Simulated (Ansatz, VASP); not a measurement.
## Ge2Sb2Te5: VASP beside Ansatz

```
Ge Sb Te
1.0
     4.20173    0.00000    0.00000
    -2.10087    3.63881    0.00000
     0.00000    0.00000   17.10608
Ge Sb Te
2 2 5
Direct
  0.00000 0.00000 0.33811
  0.00000 0.00000 0.66189
  0.33333 0.66667 0.11669
  0.66667 0.33333 0.88331
  0.00000 0.00000 0.00000
  0.33333 0.66667 0.78106
  0.66667 0.33333 0.21894
  0.33333 0.66667 0.42068
  0.66667 0.33333 0.57932
```

Alike in both runs: functional PBEsol; k mesh 12 × 12 × 2; occupations gaussian, width 0.1 eV; no spin polarisation.

Ansatz relaxed the structure, and its values are those at the end. VASP's run is a single point on that final structure, the one shown.

|  | VASP | Ansatz |
| --- | --- | --- |
| version | VASP 6.6.1 | Ansatz 0.2.0 |
| potentials or method | VASP PAW PBE potentials, release 64 (Ge_d, Sb, Te), cutoff 520 eV | scalar-relativistic, plane waves, PAW |
| valence electrons in the cell | 68 | 138 |

VASP gave:

| Property | Result |
| --- | --- |
| gap on the k mesh at the Fermi level (eV) | none |
| pressure (GPa) | 0.2 |
| rms of the force components (eV/Å) | 0.011 |

Q: Estimate Ansatz's values.

A: gap on the k mesh at the Fermi level (eV): none; pressure (GPa): 0.0; rms of the force components (eV/Å): 0.000.

VASP's potentials were made for PBE, not for PBEsol. A gap of «none» marks a metal or a gap that the smearing closes. VASP's potentials hold 68 valence electrons a cell and Ansatz's 138, so a difference there can come from the potentials and not from the codes.

Spin-orbit coupling is off throughout.
